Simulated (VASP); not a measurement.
# La (Cmcm) in VASP: single point with PBEsol

Aim: the single point of La with PBEsol.

All numbers are computed with VASP 6.6.1; they aren't measurements. Logs are shortened: lines on timing, memory, paths and dates and some standing lists are left out, and cuts for length are marked.

## Step 1: The cell of the first run

It takes space group Cmcm (No. 63, orthorhombic). Conventional cell: a = 3.993 Å, b = 11.561 Å, c = 4.793 Å, α = 90.00°, β = 90.00°, γ = 90.00°. La (site symmetry m2m) has 10 La at 3.94 to 4.79 Å within 5.2 Å.

## Step 2: Single point, PBEsol

INCAR reads:

```
SYSTEM = La
PREC = Accurate
ENCUT = 520
EDIFF = 1E-6
ISMEAR = 1
SIGMA = 0.15
LREAL = .False.
LASPH = .True.
NELM = 60
ALGO = Normal
ISIF = 2
LWAVE = .False.
LCHARG = .True.
GGA = PS
LELF = .True.
LVHAR = .True.
NBANDS = 18
```

KPOINTS reads:

```
regular mesh
0
Gamma
  6 6 5
  0 0 0
```

POSCAR reads:

```
La
1.0
    1.9963330000     -5.7803100000      0.0000000000
    1.9963330000      5.7803100000      0.0000000000
    0.0000000000      0.0000000000      4.7928640000
La
2
Direct
    0.8649830000      0.1350170000      0.7500000000
    0.1350170000      0.8649830000      0.2500000000
```

Potentials or basis: VASP PAW PBE potentials, release 64 (La).

On the command line:

```bash
cat potpaw_PBE.64/La/POTCAR > POTCAR
mpirun -np 1 vasp_std > vasp.out
```

OUTCAR:

```text
SYSTEM = La
   PREC = Accurate
   ENCUT = 520
   EDIFF = 1E-6
   ISMEAR = 1
   LREAL = .False.
   LASPH = .True.
   NELM = 60
   ISIF = 2
   GGA = PS

 ion  position               nearest neighbor table
   1  0.865  0.135  0.750-
   2  0.135  0.865  0.250-

  LATTYP: Found a base centered orthorhombic cell.
 ALAT       =     3.9926660000
 B/A-ratio  =     2.8954638329
 C/A-ratio  =     1.2004169645

  Lattice vectors:

 A1 = (   1.9963330000,  -5.7803100000,   0.0000000000)
 A2 = (   1.9963330000,   5.7803100000,   0.0000000000)
 A3 = (   0.0000000000,   0.0000000000,   4.7928640000)

Analysis of symmetry for initial positions (statically):
=====================================================================
 Subroutine PRICEL returns:
 Original cell was already a primitive cell.

 Routine SETGRP: Setting up the symmetry group for a
 base centered orthorhombic supercell.

 Subroutine GETGRP returns: Found  8 space group operations
 (whereof  4 operations were pure point group operations)
 out of a pool of  8 trial point group operations.

The static configuration has the point symmetry C_2h.
 The point group associated with its full space group is D_2h.

Analysis of symmetry for dynamics (positions and initial velocities):
=====================================================================
 Subroutine PRICEL returns:
 Original cell was already a primitive cell.

 Routine SETGRP: Setting up the symmetry group for a
 base centered orthorhombic supercell.

 Subroutine GETGRP returns: Found  8 space group operations
 (whereof  4 operations were pure point group operations)
 out of a pool of  8 trial point group operations.

The dynamic configuration has the point symmetry C_2h.
 The point group associated with its full space group is D_2h.

 Subroutine INISYM returns: Found  8 space group operations
 (whereof  4 operations are pure point group operations),
 and found     1 'primitive' translations

----------------------------------------------------------------------------------------

                                     Primitive cell

  volume of cell :     110.6138

  direct lattice vectors                    reciprocal lattice vectors
     1.996333000 -5.780310000  0.000000000     0.250459217 -0.086500551  0.000000000
     1.996333000  5.780310000  0.000000000     0.250459217  0.086500551  0.000000000
     0.000000000  0.000000000  4.792864000     0.000000000  0.000000000  0.208643517

[... 76 lines left out ...]
   ICHARG =      2    charge: 1-file 2-atom 10-const
   ISPIN  =      1    spin polarized calculation?
   LNONCOLLINEAR =      F non collinear calculations
   LSORBIT =      F    spin-orbit coupling
   LASPH  =      T    aspherical Exc in radial PAW
   ENCUT  =  520.0 eV  38.22 Ry    6.18 a.u.  11.37 11.37  8.91*2*pi/ulx,y,z
   NELM   =     60;   NELMIN=  2; NELMDL= -5     # of ELM steps
   EDIFF  = 0.1E-05   stopping-criterion for ELM
   LREAL  =      F    real-space projection
   EDIFFG = 0.1E-04   stopping-criterion for IOM
   NSW    =      0    number of steps for IOM
   IBRION =     -1    ionic relax: 0-MD 1-quasi-New 2-CG
   NFREE  =      0    steps in history (QN), initial steepest desc. (CG)
   ISIF   =      2    stress and relaxation
   ISYM   =      2    0-nonsym 1-usesym 2-fastsym
   POTIM  = 0.5000    time-step for ionic-motion
   TEBEG  =    0.0;   TEEND  =   0.0 temperature during run
   PSTRESS=    0.0 pullay stress
   NELECT =      22.0000    total number of electrons
   NUPDOWN=      -1.0000    fix difference up-down
   EMIN   =  10.00;   EMAX   =-10.00  energy-range for DOS
   EFERMI =   0.00;   METHOD = LEGACY
   ISMEAR =     1;   SIGMA  =   0.15  broadening in eV -4-tet -1-fermi 0-gaus
   EFERMI_NEDOS =   21; number of points for ismear=-14 and -15
   IALGO  =     38    algorithm
   IMIX   =      4    mixing-type and parameters
     AMIX     =   0.40;   BMIX     =  1.00
     AMIX_MAG =   1.60;   BMIX_MAG =  1.00
  volume/ion in A,a.u.               =      55.31       373.23
  Fermi-wavevector in a.u.,A,eV,Ry     =   0.955607  1.805835 12.424632  0.913185
  Thomas-Fermi vector in A             =   2.084460
   LORBIT       =      0    0 simple, 1 ext, 2 COOP (PROOUT), +10 PAW based schemes
   GGA     = PS    functional components
   LHFCALC =     F    Hartree Fock is set to
   AEXX    =    0.0000 exact exchange contribution
   IVDW    =     0    specifies the selected vdW correction
   LEPSILON=     F    determine dielectric tensor
   LRPA    =     F    only Hartree local field effects (RPA)
 non-spin polarized calculation
 Methfessel and Paxton  Order N= 1 SIGMA  =   0.15
  energy-cutoff  :      520.00
  volume of cell :      110.61
 maximum number of plane-waves:      3004
 NGX is ok and might be reduce to    48
   NGX = 23   NGY = 23   NGZ = 17

 number of electron      21.9999997 magnetization

 Free energy of the ion-electron system (eV)
  ---------------------------------------------------
  ext. energy  EPLUGINS =         0.00000000
  ---------------------------------------------------
  free energy    TOTEN  =        -9.07283874 eV

  energy without entropy =       -9.06670050  energy(sigma->0) =       -9.07079266

 E-fermi :   4.4670     XC(G=0):  -8.1462

 val. band max:        4.4627428592   @ k =   0.3333   0.0000   0.0000
 cond. band min:       4.4687702505   @ k =   0.5000  -0.0000   0.4000
 fundamental gap:      0.0060273912
 Fermi energy:         4.4670075366

 k-point     1 :       0.0000    0.0000    0.0000
  band No.  band energies     occupation
      1     -29.1350      2.00000
      2     -29.0600      2.00000
      3     -12.9426      2.00000
      4     -12.8036      2.00000
      5     -12.4987      2.00000
      6     -12.4768      2.00000
[... 481 lines left out ...]
      5     -12.6350      2.00000
      6     -12.5608      2.00000
[... 10 lines left out ...]
     17       5.4188     -0.00000
     18       5.4885     -0.00000

 [... further k-points ...]
[... 5 lines left out ...]
  --------------------------------------------------------------------------------------
  -------------------------------------------------------------------------------------
  Total       -3.4721045     -3.6306547     -5.4028859      0.0000000      0.0000000      0.0000000
  in kB      -50.2914496    -52.5879590    -78.2577145      0.0000000      0.0000000      0.0000000
  external PRESSURE =     -60.3790410 kB  Pullay stress =       0.0000000 kB

 VOLUME and BASIS-vectors are now :
 -----------------------------------------------------------------------------
  energy-cutoff  :      520.00
  volume of cell :      110.61
      direct lattice vectors                 reciprocal lattice vectors
     1.996333000 -5.780310000  0.000000000     0.250459217 -0.086500551  0.000000000
     1.996333000  5.780310000  0.000000000     0.250459217  0.086500551  0.000000000
     0.000000000  0.000000000  4.792864000     0.000000000  0.000000000  0.208643517

 POSITION                                       TOTAL-FORCE (eV/Angst)
 -----------------------------------------------------------------------------------
      1.99633     -4.21943      3.59465         0.000000      0.392758     -0.000000
      1.99633      4.21943      1.19822         0.000000     -0.392758      0.000000
 -----------------------------------------------------------------------------------
    total drift:                               -0.000000     -0.000000      0.000000

  FREE ENERGIE OF THE ION-ELECTRON SYSTEM (eV)
  ---------------------------------------------------
  free  energy   TOTEN  =        -9.0728387383 eV

  energy  without entropy=       -9.0667004973  energy(sigma->0) =       -9.07079266
```

stdout:

```text
POSCAR found type information on POSCAR La
 POSCAR found :  1 types and       2 ions
 scaLAPACK will be used
 -----------------------------------------------------------------------------
|                                                                             |
|                                                                             |
|     You enforced a specific xc type in the INCAR file but a different       |
|     I HOPE YOU KNOW WHAT YOU ARE DOING!                                     |
|                                                                             |
 -----------------------------------------------------------------------------

 LDA part: xc-table for (Slater+PW92), standard interpolation
 POSCAR, INCAR and KPOINTS ok, starting setup
 FFT: planning ... GRIDC
 FFT: planning ... GRID_SOFT
 FFT: planning ... GRID
 WAVECAR not read
 entering main loop
```

Run time: 56 s. Hardware: 1 thread of AMD EPYC 9R45 (Zen 5), shared host; peak memory 0.27 GiB.

What came out:

```
Free energy            : -9.0728 eV
Pressure               : -6.0 GPa
Largest force          : 0.393 eV/Å
Band gap on the k mesh : zero (band 11 reaches 4.76 eV, above the bottom of band 12 at 4.34 eV)
```

Forces in eV/Å, atoms in the order of the input:
```
La   0.000  0.393  0.000
La   0.000 -0.393  0.000
```

Levels at points of the mesh, in eV from the Fermi level:
```tsv
k point	band 8	band 9	band 10	band 11	band 12	band 13	band 14	band 15
(0.00, 0.00, 0.00)	-16.89	-2.99	-1.15	-0.50	0.01	0.24	0.99	1.00
(0.50, 0.00, 0.00)	-16.96	-1.08	-0.84	0.18	0.34	0.37	0.60	0.77
(0.50, 0.50, 0.00)	-16.85	-1.67	-1.52	-0.57	0.31	0.59	0.70	0.86
```

Caveat: the PAW data sets were made with another functional, which shifts forces and pressure a little; spin-orbit coupling is left out, which moves the levels of the heavy elements.
